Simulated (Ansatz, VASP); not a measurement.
# GaC2: VASP beside Ansatz

```
Ga C
1.0
     4.00485    0.00000    0.00000
     0.00000    4.88789    0.00000
     0.00000    0.00000    3.05135
Ga C
2 4
Direct
  0.00000 0.00000 0.00000
  0.50000 0.50000 0.50000
  0.20040 0.37870 0.00000
  0.79960 0.62130 0.00000
  0.70040 0.12130 0.50000
  0.29960 0.87870 0.50000
```

Alike in both runs: task relaxation of cell and atoms; functional PBE; k mesh 4 × 4 × 6; occupations gaussian, width 0.1 eV; no spin polarisation.

```csv
,VASP,Ansatz
version,VASP 6.6.1,Ansatz 0.2.0
potentials or method,"VASP PAW PBE potentials, release 64 (Ga_d, C), cutoff 600 eV","scalar-relativistic, plane waves, PAW"
valence electrons in the cell,42,42
```

|  | VASP | Ansatz | Ansatz less VASP |
| --- | --- | --- | --- |
| gap on the k mesh at the Fermi level, each at its own relaxed structure (eV) | none | none | - |
| relaxed volume (Å³/atom) | 11.28 | 11.23 | -0.043 |
| relaxed cell length with the largest relative difference (Å) | 3.281 | 3.264 | -0.0166 |

A gap of «none» marks a metal or a gap that the smearing closes.

The k mesh is coarse, so the values compare programs but aren't converged.
